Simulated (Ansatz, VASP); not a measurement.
# GaN in VASP and in Ansatz

```
Ga N
1.0
     0.00000    2.21264    2.21264
     2.21264    0.00000    2.21264
     2.21264    2.21264    0.00000
Ga N
1 1
Direct
  0.00000 0.00000 0.00000
  0.25000 0.25000 0.25000
```

Alike in both runs: task single point; functional HSE06; k mesh 4 × 4 × 4; occupations fermi-dirac, width 0.05 eV; no spin polarisation.

```csv
,VASP,Ansatz
version,VASP 6.6.1,Ansatz 0.2.0 development build
potentials or method,"VASP PAW PBE potentials, release 64 (Ga_d, N)","plane waves, PAW datasets (generated soft set 1)"
plane-wave cutoff (eV),520,420
valence electrons in the cell,18,18
```

Ansatz gave:

```
gap on the k mesh at the Fermi level (eV) : 3.39
```

Task: Which values does VASP return?

Result: gap on the k mesh at the Fermi level (eV): 3.42.

Ansatz's warnings: stress exchange threshold loose, stress scf threshold loose.

The k mesh is coarse, so the values compare programs but aren't converged.
